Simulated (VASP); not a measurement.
Input of a VASP 6.6.1 run:

File POSCAR:

```
C
1.0
    2.1690430626     -1.2523725254      0.0000000000
    2.1690430626      1.2523725254      0.0000000000
   -1.4061170787      0.0000000000      3.5715304629
C
2
Direct
    0.1666444700      0.1666444700      0.9999069600
    0.8333555300      0.8333555300      0.0000930400
```

Contents of INCAR.step1:

```
SYSTEM = C
PREC = Accurate
ENCUT = 520
EDIFF = 1E-5
ISMEAR = -1
SIGMA = 0.05
LREAL = .False.
LASPH = .True.
NELM = 100
ALGO = Normal
ISIF = 2
LWAVE = .True.
LCHARG = .False.
NBANDS = 11
GGA = PE
```

File INCAR.step2:

```
SYSTEM = C
PREC = Accurate
ENCUT = 520
EDIFF = 1E-6
ISMEAR = -1
SIGMA = 0.05
LREAL = .False.
LASPH = .True.
NELM = 100
ALGO = Normal
ISIF = 2
LWAVE = .False.
LCHARG = .False.
GGA = PE
LHFCALC = .True.
AEXX = 0.25
PRECFOCK = Normal
NBANDS = 11
ISTART = 1
```

KPOINTS

```
regular mesh
0
Gamma
  8 8 4
  0 0 0
```

Potentials or basis: VASP PAW PBE potentials, release 64 (C).

Launch:

```console
$ cat potpaw_PBE.64/C/POTCAR > POTCAR
$ cp INCAR.step1 INCAR
$ mpirun -np 1 vasp_std > vasp.out
$ cp INCAR.step2 INCAR
$ mpirun -np 1 vasp_std > vasp.out
```

Problem. Predict the largest force.

Solution. 0.009 eV/Å.

Problem. What does it give for the pressure?

Solution. -16.1 GPa.

Forces in eV/Å, atoms in the order of the input:
```
C   -0.004  0.000  0.008
C    0.004  0.000 -0.008
```

Caveat: the k points lie up to 0.44 Å⁻¹ apart; the PAW data sets were made with another functional, which shifts forces and pressure a little; this functional lacks dispersion, which binds the layers, so the pressure and a relaxed spacing across them are unreliable.
